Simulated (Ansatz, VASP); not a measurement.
Two plane-wave programs on HCN

File POSCAR:

```
HCN
1.0
   -2.3160580000      2.3160580000      2.1599010000
    2.3160580000     -2.3160580000      2.1599010000
    2.3160580000      2.3160580000     -2.1599010000
N C H
1 1 1
Direct
    0.2719290000      0.2719290000      0.0000000000
    0.0036740000      0.0036740000      0.0000000000
    0.7520970000      0.7520970000      0.0000000000
```

The input INCAR.step1:

```
ALGO = Normal
EDIFF = 1E-5
ENCUT = 520
GGA = PE
ISIF = 2
ISMEAR = -1
LASPH = True
LCHARG = False
LREAL = False
LWAVE = True
NBANDS = 12
NELM = 100
PREC = Accurate
SIGMA = 0.05
```

The input INCAR.step2:

```
AEXX = 0.3
ALGO = Normal
EDIFF = 1E-6
ENCUT = 520
GGA = PE
HFSCREEN = 0.2
ISIF = 2
ISMEAR = -1
ISTART = 1
LASPH = True
LCHARG = False
LHFCALC = True
LREAL = False
LWAVE = False
NBANDS = 12
NELM = 100
PREC = Accurate
PRECFOCK = Normal
SIGMA = 0.05
```

KPOINTS

```
k-points
0
Gamma
  4 4 4
```

The input input.yaml:

```yaml
crystal:
  lattice:
    - [-2.316058, 2.316058, 2.159901]
    - [2.316058, -2.316058, 2.159901]
    - [2.316058, 2.316058, -2.159901]
  atoms:
    - { symbol: "N", position: [0.271929, 0.271929, 0.0] }
    - { symbol: C, position: [0.003674, 0.003674, 0.0] }
    - { symbol: H, position: [0.752097, 0.752097, 0.0] }
hamiltonian:
  xc: { exchange: pbe, correlation: pbe, exx: { coeff: 0.3, omega: 0.2 } }
  pseudopotentials: { kind: paw }
kpoints:
  mp_grid: { grid: [4, 4, 4] }
scf:
  occupations: { method: fermi_dirac, width: 0.05 }
output:
  forces: true
  stress: true
  eigenvalues: true
  write_density: true
  write_potential: true
  elf: true
  volumetric_format: npy
```

Alike in both runs: task single point; functional PBE-based screened hybrid; k mesh 4 × 4 × 4; occupations fermi-dirac, width 0.05 eV; no spin polarisation.

```csv
,VASP,Ansatz
version,VASP 6.6.1,Ansatz 0.2.0
potentials or method,"VASP PAW PBE potentials, release 64 (N, C, H)",Ansatz PAW
plane-wave cutoff (eV),520,420
valence electrons in the cell,10,10
```

|  | VASP | Ansatz | Ansatz less VASP |
| --- | --- | --- | --- |
| gap on the k mesh at the Fermi level (eV) | 8.67 | 8.65 | -0.020 |
| least direct gap on the mesh (eV) | 9.07 | 9.05 | -0.019 |
| pressure (GPa) | -2.3 | -2.9 | -0.61 |
| traceless stress, the component that is largest in VASP (GPa) | -4.75 | -6.23 | -1.480 |
| rms of the force components (eV/Å) | 0.647 | 0.923 | +0.2760 |

VASP's potentials were made for PBE, not for PBE-based screened hybrid. Atom by atom the forces differ by 0.277 eV/Å (rms over components).

The k mesh is coarse, so the values compare programs but aren't converged. Noted on VASP's run: the standard files for N, O and F lose accuracy on very short bonds.
